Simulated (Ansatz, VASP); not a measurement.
One calculation of F, two programs

The input INCAR:

```
PREC = Accurate
ENCUT = 520
EDIFF = 1E-7
ISMEAR = 0
SIGMA = 0.05
LREAL = F
LASPH = T
NELM = 100
ALGO = Normal
ISIF = 2
LWAVE = F
LCHARG = F
GGA = PS
NBANDS = 22
```

The input KPOINTS:

```
Automatic mesh
0
Gamma
  4 4 2
```

POSCAR

```
F
1.0
    3.0414923524     -1.7480498951     -0.2345861287
    3.0414923524      1.7480498951     -0.2345861287
   -2.2869699080      0.0000000000      7.0004610119
F
4
Direct
    0.0848459664      0.0848459664      0.0820156542
    0.9151540336      0.9151540336      0.9179843458
    0.5015719855      0.5015719855      0.5937195244
    0.4984280145      0.4984280145      0.4062804756
```

Input for Ansatz:

```yaml
crystal:
  lattice:
    - [3.0414923524, -1.7480498951, -0.2345861287]
    - [3.0414923524, 1.7480498951, -0.2345861287]
    - [-2.286969908, 0.0, 7.0004610119]
  atoms:
    - { symbol: F, position: [0.0848459664, 0.0848459664, 0.0820156542] }
    - { symbol: F, position: [0.9151540336, 0.9151540336, 0.9179843458] }
    - { symbol: F, position: [0.5015719855, 0.5015719855, 0.5937195244] }
    - { symbol: F, position: [0.4984280145, 0.4984280145, 0.4062804756] }
basis:
  ecutwfc: 520.0
kpoints:
  mp_grid: { grid: [4, 4, 2] }
hamiltonian:
  xc: pbesol
scf:
  occupations: { method: gaussian, width: 0.05 }
output:
  forces: true
  stress: true
  eigenvalues: true
```

Alike in both runs: task single point; functional PBEsol; k mesh 4 × 4 × 2; occupations gaussian, width 0.05 eV; no spin polarisation.

|  | VASP | Ansatz |
| --- | --- | --- |
| version | VASP 6.6.1 | Ansatz 0.2.0 |
| potentials or method | VASP PAW PBE potentials, release 64 (F), cutoff 520 eV | scalar-relativistic, plane waves, PAW |
| valence electrons in the cell | 28 | 28 |

VASP gave:

* gap on the k mesh at the Fermi level (eV): 3.20
* least direct gap on the mesh (eV): 3.25
* pressure (GPa): 10.1
* traceless stress, the component that is largest in VASP (GPa): 13.43
* rms of the force components (eV/Å): 4.002

Problem. What did Ansatz give for the same quantities?

Solution. gap on the k mesh at the Fermi level (eV): 3.27; least direct gap on the mesh (eV): 3.32; pressure (GPa): 9.1; traceless stress, the component that is largest in VASP (GPa): 11.22; rms of the force components (eV/Å): 3.487.

VASP's potentials were made for PBE, not for PBEsol. Atom by atom the forces differ by 0.531 eV/Å (rms over components). With one functional, cell and mesh, what is left measures potentials, basis and numerics.

The k mesh is coarse, so the values compare programs but aren't converged. Noted on VASP's run: the standard files for N, O and F lose accuracy on very short bonds.
